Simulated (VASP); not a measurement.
Here is a VASP 6.6.1 calculation.

Contents of INCAR:

```
SYSTEM = KI2
PREC = Accurate
ENCUT = 520
EDIFF = 1E-6
ISMEAR = 0
SIGMA = 0.1
LREAL = .False.
LASPH = .True.
NELM = 80
ALGO = Normal
ISIF = 2
LWAVE = .False.
LCHARG = .False.
GGA = PE
NBANDS = 18
```

The input KPOINTS:

```
Automatic mesh
0
Gamma
  10 10 8
  0 0 0
```

The input POSCAR:

```
KI2
1.0
    4.4562753916      0.0000000000      0.0000000000
    0.0000000000      4.4562753916      0.0000000000
    0.0000000000      0.0000000000      6.4331142566
K I
1 2
Direct
    0.0000000000      0.0000000000      0.0000000000
    0.5000000000      0.5000000000      0.2540625428
    0.5000000000      0.5000000000      0.7459374572
```

Potentials or basis: VASP PAW PBE potentials, release 64 (K_sv, I).

Run with:

```console
$ cat potpaw_PBE.64/K_sv/POTCAR potpaw_PBE.64/I/POTCAR > POTCAR
$ mpirun -np 1 vasp_std > vasp.out
```

(1) Estimate the pressure.

(2) Predict the largest force.

Results:

(1) 1.7 GPa.

(2) 0.010 eV/Å.

Caveat: an odd number of electrons without spin polarisation forces a metal; a magnetic or distorted state may lie lower.
